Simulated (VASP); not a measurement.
Here is a VASP 6.6.1 calculation.

File INCAR:

```
PREC     = Accurate       # precision mode
ENCUT    = 520            # plane-wave cutoff, eV
EDIFF    = 1E-6           # SCF threshold, eV
ISMEAR   = 0              # smearing method
SIGMA    = 0.03           # smearing width, eV
LREAL    = F              # projectors in reciprocal space
LASPH    = T              # aspherical terms in the spheres
NELM     = 100            # most SCF steps
ALGO     = Normal         # electronic algorithm
ISIF     = 2              # what is computed and relaxed
LWAVE    = F              # write WAVECAR
LCHARG   = F              # write CHGCAR
GGA      = PS             # functional
NBANDS   = 16             # bands
```

KPOINTS

```
Automatic mesh
0
Gamma
  12 12 12
```

The input POSCAR:

```
Si
1.0
   -3.2620472844      3.2620472844      1.8839478916
    3.2620472844     -3.2620472844      1.8839478916
    3.2620472844      3.2620472844     -1.8839478916
Si
4
Direct
    0.1787304307      0.1787304307      0.3574608614
    0.8212695693      0.8212695693      0.6425391386
    0.1787304307      0.8212695693      0.0000000000
    0.8212695693      0.1787304307      0.0000000000
```

Potentials or basis: VASP PAW PBE potentials, release 64 (Si).

Command:

```sh
$ cat potpaw_PBE.64/Si/POTCAR > POTCAR
$ mpirun -np 1 vasp_std > vasp.out
```

Task: Predict the pressure.

Result: 5.4 GPa.

Task: Predict the band gap on the k mesh.

Result: Zero (bands 8 and 9 overlap by 0.04 eV).

Task: Predict the largest force.

Result: 0.086 eV/Å.

Forces on the atoms (eV/Å):
```
Si   0.061  0.061  0.000
Si  -0.061 -0.061  0.000
Si  -0.061  0.061  0.000
Si   0.061 -0.061  0.000
```

Caveat: the cell stands under pressure; semilocal functionals underestimate gaps, and a narrow one can read as zero; the PAW data sets were made with another functional, which shifts forces and pressure a little.
